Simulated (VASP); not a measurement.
Set up this calculation in VASP 6.6.1, as the native input.

* Task: electric field gradients
* Functional: PBE
* Potentials or basis: VASP PAW PBE potentials, release 64 (Al, N)
* Cutoff: 520 eV
* k mesh: 10 × 10 × 10
* Occupations: fermi-dirac, width 0.02 eV
* Spin: no spin polarisation
* Dipole correction: no
* Further INCAR settings: ALGO = Normal; EDIFF = 1e-08; NBANDS = 11

The structure of AlN lies in POSCAR:

```
AlN
1.0
    0.0000000000      1.9613773654      1.9613773654
    1.9613773654      0.0000000000      1.9613773654
    1.9613773654      1.9613773654      0.0000000000
Al N
1 1
Direct
    0.0000000000      0.0000000000      0.0000000000
    0.5000000000      0.5000000000      0.5000000000
```

This cell differs from its parent crystal: volume scaled by 0.975.

The input as run:

INCAR

```
PREC = Accurate
ENCUT = 520
EDIFF = 1E-8
ISMEAR = -1
SIGMA = 0.02
LREAL = F
LASPH = T
NELM = 80
ALGO = Normal
ISIF = 2
LWAVE = F
LCHARG = F
GGA = PE
LEFG = T
NBANDS = 11
```

KPOINTS

```
regular mesh
0
Gamma
  10 10 10
```

Potentials or basis: VASP PAW PBE potentials, release 64 (Al, N).

Launch:

```console
$ cat potpaw_PBE.64/Al/POTCAR potpaw_PBE.64/N/POTCAR > POTCAR
$ mpirun -np 1 vasp_std > vasp.out
```

It gave:

* Pressure: 34.5 GPa
* Band gap on the k mesh: 5.13 eV, indirect (least direct gap 7.05 eV)

Caveat: without QUAD_EFG the Cq values of the log hold for a quadrupole moment of 1 mb, not for the nuclei.

It took 11 s on 1 thread of Intel Xeon 8259CL (shared host), peak memory 0.13 GiB.
